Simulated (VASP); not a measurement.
Wanted: the native input for a VASP 6.6.1 run.

| Item | Value |
| --- | --- |
| Task | electric field gradients |
| Functional | PBE |
| Potentials or basis | VASP PAW PBE potentials, release 64 (Lu) |
| Cutoff | 520 eV |
| k mesh | 15 × 15 × 15 |
| Occupations | fermi-dirac, width 0.05 eV |
| Spin | no spin polarisation |
| Dipole correction | no |
| Further INCAR settings | ALGO = Normal; EDIFF = 1e-08; NBANDS = 18 |

The structure of Lu lies in POSCAR:

```
Lu
1.0
   -1.9702574867      1.9702574867      1.9702574867
    1.9702574867     -1.9702574867      1.9702574867
    1.9702574867      1.9702574867     -1.9702574867
Lu
1
Direct
    0.0000000000      0.0000000000      0.0000000000
```

This cell differs from its parent crystal: volume scaled by 1.025.

These files were run (other wordings do the same):

INCAR

```
ALGO = Normal ; EDIFF = 1E-8
ENCUT = 520 ; GGA = PE
ISIF = 2 ; ISMEAR = -1
LASPH = True ; LCHARG = False
LEFG = True ; LREAL = False
LWAVE = False ; NBANDS = 18
NELM = 60 ; PREC = Accurate
SIGMA = 0.05
```

KPOINTS

```
k-points
0
Gamma
  15 15 15
```

Potentials or basis: VASP PAW PBE potentials, release 64 (Lu).

Launch:

```console
$ cat potpaw_PBE.64/Lu/POTCAR > POTCAR
$ mpirun -np 1 vasp_std > vasp.out
```

It gave:

```json
{
 "Pressure": "-1.2 GPa"
}
```

Caveat: without QUAD_EFG the Cq values of the log hold for a quadrupole moment of 1 mb, not for the nuclei.

It took 45 s on 1 thread of Intel(R) Xeon(R) Platinum 8488C (Sapphire Rapids), with other jobs on the host, peak memory 0.21 GiB.
